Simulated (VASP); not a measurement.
Ti2Co:

```xyz
6
Lattice="0.0000 3.3650 3.3650 3.3650 0.0000 3.3650 3.3650 3.3650 0.0000" Properties=species:S:1:pos:R:3 pbc="T T T"
Ti    0.8413    0.8413    0.8413
Ti    0.8413    2.5238    2.5238
Ti    2.5238    2.5238    0.8413
Ti    2.5238    0.8413    2.5238
Co    3.3650    3.3650    3.3650
Co    5.0475    5.0475    5.0475
```

Base run:

| Item | Value |
| --- | --- |
| Program | VASP 6.6.1 |
| Functional | PBEsol |
| Potentials or basis | VASP PAW PBE potentials, release 64 (Ti_sv, Co) |
| Cutoff | 520 eV |
| k mesh | 5 × 5 × 5 |
| Occupations | gaussian, width 0.4 eV |
| Spin | collinear spin, ferromagnetic start |
| Starting moments | [0.0, 0.0, 0.0, 0.0, 0.59, 0.59] μB |

Its results: pressure 16.9 GPa; net moment 0.04 μB per cell; site moments Ti -0.00; Co +0.02 μB.

Question: After a change of settings the same cell gave: pressure 16.1 GPa; net moment 1.13 μB per cell; site moments Ti +0.04; Co +0.51 μB. Which change was it?
A. occupations from gaussian, width 0.4 eV to gaussian, width 0.1 eV
B. k mesh from 5 × 5 × 5 to 4 × 4 × 4; occupations from gaussian, width 0.4 eV to gaussian, width 0.1 eV
C. occupations from gaussian, width 0.4 eV to gaussian, width 0.2 eV
D. occupations from gaussian, width 0.4 eV to gaussian, width 0.01 eV; further incar settings from ALGO = Normal; EDIFF = 1e-06; NBANDS = 46 to ALGO = Normal; EDIFF = 1e-07; NBANDS = 46

Answer: C.

Caveats: the PAW data sets were made with another functional, which shifts forces and pressure a little.
